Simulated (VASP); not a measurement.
## CuI (Marshite): relaxation of cell and atoms with PBEsol

The system is CuI (Marshite).

```
Cu I
1.0
     0.00000    3.03945    3.03945
     3.03945    0.00000    3.03945
     3.03945    3.03945    0.00000
Cu I
1 1
Direct
  0.25000 0.25000 0.25000
  0.00000 0.00000 0.00000
```

```json
{"Program": "VASP 6.6.1", "Task": "relaxation of cell and atoms", "Functional": "PBEsol", "Potentials or basis": "VASP PAW PBE potentials, release 64 (Cu, I)", "Cutoff": "600 eV", "k mesh": "6 × 6 × 6", "Occupations": "fermi-dirac, width 0.02 eV", "Spin": "no spin polarisation", "Dipole correction": "no", "Further INCAR settings": "ALGO = Normal; EDIFF = 1e-06; IBRION = 2; EDIFFG = -0.005; NSW = 80; ISIF = 3"}
```

```json
{
  "Relaxed volume": "26.27 Å³/atom",
  "Relaxed cell": "a = 4.204 Å, b = 4.204 Å, c = 4.204 Å, α = 60.00°, β = 60.00°, γ = 60.00°",
  "Space group after relaxing (to 0.05 Å)": "F-43m (No. 216)",
  "Energy gained by relaxing": "16.7 meV/atom",
  "Ionic steps": "4",
  "Pressure after relaxing": "0.0 GPa",
  "Band gap on the k mesh": "1.19 eV, direct"
}
```

The path:
```
step  energy change (eV)  largest force (eV/Å)  pressure (GPa)  volume (Å³)
   1              0.0000                0.0000           -2.72        56.16
   2             -0.0333                0.0000            0.25        52.37
   3             -0.0333                0.0000           -0.08        52.61
   4             -0.0333                0.0000           -0.02        52.54
```

Final structure:
```
CELL_PARAMETERS angstrom
0.00000 2.97271 2.97271
2.97271 0.00000 2.97271
2.97271 2.97271 0.00000
ATOMIC_POSITIONS crystal
Cu 0.25000 0.25000 0.25000
I 0.00000 0.00000 0.00000
```

Levels at points of the mesh, in eV from the valence-band top:
| k point | band 5 | band 6 | band 7 | band 8 | band 9 | band 10 | band 11 | band 12 | band 13 |
| --- | --- | --- | --- | --- | --- | --- | --- | --- | --- |
| (0.00, 0.00, 0.00) | -2.13 | -2.13 | 0.00 | 0.00 | 0.00 | 1.19 | 4.76 | 4.76 | 4.76 |
| (0.50, 0.00, 0.00) | -2.10 | -2.10 | -2.05 | -0.81 | -0.81 | 2.13 | 5.31 | 5.31 | 7.33 |
| (0.50, 0.50, 0.00) | -2.17 | -2.06 | -2.03 | -1.73 | -1.73 | 2.48 | 2.81 | 9.49 | 10.01 |

It took 66 s on 1 thread of Intel(R) Xeon(R) Platinum 8259CL CPU @ 2.50GHz (Skylake/Cascade Lake), on a shared host, peak memory 0.21 GiB.

Caveat: the PAW data sets were made with another functional, which shifts forces and pressure a little; spin-orbit coupling is left out, which moves the levels of the heavy elements. Expect the measured gap to be larger: semilocal functionals such as PBEsol lack the derivative discontinuity.
